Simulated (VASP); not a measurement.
# KBr (Fm-3m) in VASP: settings compared, part 2 of 2

VASP 6.6.1.

## 3. Single point, PBE0

The input, POSCAR:

```
KBr
1.0
    0.0000000000      3.3024387157      3.3024387157
    3.3024387157      0.0000000000      3.3024387157
    3.3024387157      3.3024387157      0.0000000000
K Br
1 1
Direct
    0.0000000000      0.0000000000      0.0000000000
    0.5000000000      0.5000000000      0.5000000000
```

The input, INCAR.step1:

```
SYSTEM = KBr
ALGO = Normal
EDIFF = 1E-5
ENCUT = 520
GGA = PE
ISIF = 2
ISMEAR = 0
LASPH = .True.
LCHARG = .False.
LREAL = .False.
LWAVE = .True.
NBANDS = 15
NELM = 100
PREC = Accurate
SIGMA = 0.01
```

The input, INCAR.step2:

```
SYSTEM = KBr
AEXX = 0.25
ALGO = Normal
EDIFF = 1E-7
ENCUT = 520
GGA = PE
ISIF = 2
ISMEAR = 0
ISTART = 1
LASPH = .True.
LCHARG = .False.
LHFCALC = .True.
LREAL = .False.
LWAVE = .False.
NBANDS = 15
NELM = 100
PREC = Accurate
PRECFOCK = Normal
SIGMA = 0.01
```

The input, KPOINTS:

```
k-points
0
Gamma
  4 4 4
  0 0 0
```

Potentials or basis: VASP PAW PBE potentials, release 64 (K_sv, Br).

Command:

```
> cat potpaw_PBE.64/K_sv/POTCAR potpaw_PBE.64/Br/POTCAR > POTCAR
> cp INCAR.step1 INCAR
> mpirun -np 1 vasp_std > vasp.out
> cp INCAR.step2 INCAR
> mpirun -np 1 vasp_std > vasp.out
```

OUTCAR:

```text
SYSTEM = KBr
   AEXX = 0.25
   EDIFF = 1E-7
   ENCUT = 520
   GGA = PE
   ISIF = 2
   ISMEAR = 0
   ISTART = 1
   LASPH = .True.
   LHFCALC = .True.
   LREAL = .False.
   NELM = 100
   PREC = Accurate
   PRECFOCK = Normal

 ion  position               nearest neighbor table
   1  0.000  0.000  0.000-
   2  0.500  0.500  0.500-

  LATTYP: Found a face centered cubic cell.
 ALAT       =     6.6048774314

  Lattice vectors:

 A1 = (   0.0000000000,   3.3024387157,   3.3024387157)
 A2 = (   3.3024387157,   0.0000000000,   3.3024387157)
 A3 = (   3.3024387157,   3.3024387157,   0.0000000000)

Analysis of symmetry for initial positions (statically):
=====================================================================
 Subroutine PRICEL returns:
 Original cell was already a primitive cell.

 Routine SETGRP: Setting up the symmetry group for a
 face centered cubic supercell.

 Subroutine GETGRP returns: Found 48 space group operations
 (whereof 48 operations were pure point group operations)
 out of a pool of 48 trial point group operations.

The static configuration has the point symmetry O_h .

Analysis of symmetry for dynamics (positions and initial velocities):
=====================================================================
 Subroutine PRICEL returns:
 Original cell was already a primitive cell.

 Routine SETGRP: Setting up the symmetry group for a
 face centered cubic supercell.

 Subroutine GETGRP returns: Found 48 space group operations
 (whereof 48 operations were pure point group operations)
 out of a pool of 48 trial point group operations.

The dynamic configuration has the point symmetry O_h .

 Subroutine INISYM returns: Found 48 space group operations
 (whereof 48 operations are pure point group operations),
 and found     1 'primitive' translations

----------------------------------------------------------------------------------------

                                     Primitive cell

  volume of cell :      72.0335

  direct lattice vectors                    reciprocal lattice vectors
[... 110 lines left out ...]
 Gauss-broadening in eV      SIGMA  =   0.01
  energy-cutoff  :      520.00
  volume of cell :       72.03
 maximum number of plane-waves:      1964
 NGX is ok and might be reduce to    36
  NGX = 28; NGY = 28; NGZ = 28

 number of electron      15.9999997 magnetization

 Free energy of the ion-electron system (eV)
  ---------------------------------------------------
  ext. energy  EPLUGINS =         0.00000000
  ---------------------------------------------------
  free energy    TOTEN  =        -7.68891058 eV

  energy without entropy =       -7.68891058  energy(sigma->0) =       -7.68891058

 E-fermi :  -2.9499     XC(G=0):  -5.7999

 val. band max:       -3.0175325958   @ k =   0.0000   0.0000   0.0000
 cond. band min:       3.3056590946   @ k =   0.0000   0.0000   0.0000
 fundamental gap:      6.3231916904
 Fermi energy:        -2.9499383069

 k-point     1 :       0.0000    0.0000    0.0000
  band No.  band energies     occupation
      1     -33.0216      2.00000
      2     -16.3715      2.00000
      3     -15.1346      2.00000
      4     -15.1346      2.00000
      5     -15.1346      2.00000
      6      -3.0175      2.00000
      7      -3.0175      2.00000
      8      -3.0175      2.00000
      9       3.3057      0.00000
     10       6.7172      0.00000
     11       6.7172      0.00000
     12       6.7172      0.00000
     13       7.6739      0.00000
     14       7.6739      0.00000
[... 113 lines left out ...]
      2     -16.3547      2.00000
      3     -15.1999      2.00000
      4     -15.1999      2.00000
      5     -15.0356      2.00000
      6      -3.6524      2.00000
      7      -3.6524      2.00000
      8      -3.5855      2.00000
      9       6.3862      0.00000
     10       6.3862      0.00000
     11       7.3379      0.00000
     12       8.2619      0.00000
     13       9.9211      0.00000
     14      10.3519      0.00000
     15      10.5601      0.00000

------------------------ aborting loop because EDIFF is reached ----------------------------------------

  FORCE on cell =-STRESS in cart. coord.  units (eV):
  Direction    XX          YY          ZZ          XY          YZ          ZX
  --------------------------------------------------------------------------------------
  -------------------------------------------------------------------------------------
  Total        0.1747686      0.1747686      0.1747686     -0.0000000      0.0000000      0.0000000
  in kB        3.8872249      3.8872249      3.8872249     -0.0000000      0.0000000      0.0000000
  external PRESSURE =       3.8872249 kB  Pullay stress =       0.0000000 kB

 VOLUME and BASIS-vectors are now :
 -----------------------------------------------------------------------------
  energy-cutoff  :      520.00
  volume of cell :       72.03
      direct lattice vectors                 reciprocal lattice vectors
     0.000000000  3.302438716  3.302438716    -0.151403264  0.151403264  0.151403264
     3.302438716  0.000000000  3.302438716     0.151403264 -0.151403264  0.151403264
     3.302438716  3.302438716  0.000000000     0.151403264  0.151403264 -0.151403264

 POSITION                                       TOTAL-FORCE (eV/Angst)
 -----------------------------------------------------------------------------------
      0.00000      0.00000      0.00000         0.000000      0.000000      0.000000
      3.30244      3.30244      3.30244        -0.000000     -0.000000     -0.000000
 -----------------------------------------------------------------------------------
    total drift:                                0.000000      0.000000      0.000000

  FREE ENERGIE OF THE ION-ELECTRON SYSTEM (eV)
  ---------------------------------------------------
  free  energy   TOTEN  =        -7.6889105813 eV

  energy  without entropy=       -7.6889105813  energy(sigma->0) =       -7.68891058
```

OUTCAR.step1:

```text
SYSTEM = KBr
   EDIFF = 1E-5
   ENCUT = 520
   GGA = PE
   ISIF = 2
   ISMEAR = 0
[... 348 lines left out ...]
      0.00000      0.00000      0.00000        -0.000000      0.000000     -0.000000
      3.30244      3.30244      3.30244         0.000000     -0.000000      0.000000
 -----------------------------------------------------------------------------------
    total drift:                                0.000000      0.000000      0.000000

  FREE ENERGIE OF THE ION-ELECTRON SYSTEM (eV)
  ---------------------------------------------------
  free  energy   TOTEN  =        -6.2154130552 eV

  energy  without entropy=       -6.2154130552  energy(sigma->0) =       -6.21541306
```

Wall time 9 min (1 thread of Intel Xeon Platinum 8375C at 2.90GHz (Ice Lake), shared host); peak memory 0.22 GiB.

What came out:

| Quantity | Value |
| --- | --- |
| Free energy | -7.6889 eV |
| Pressure | 0.4 GPa |
| Band gap on the k mesh | 6.32 eV |

Levels at points of the mesh, in eV from the valence-band top:
```csv
k point,band 4,band 5,band 6,band 7,band 8,band 9,band 10,band 11,band 12,band 13
"(0.00, 0.00, 0.00)",-12.12,-12.12,0.00,0.00,0.00,6.32,9.73,9.73,9.73,10.69
"(0.50, 0.00, 0.00)",-12.12,-11.86,-1.25,-0.35,-0.35,8.48,10.35,12.14,12.14,12.16
"(0.50, 0.50, 0.00)",-12.15,-12.15,-0.88,-0.31,-0.31,7.82,9.24,11.52,11.76,12.08
```

Caveat: the PAW data sets were made with another functional, which shifts forces and pressure a little.
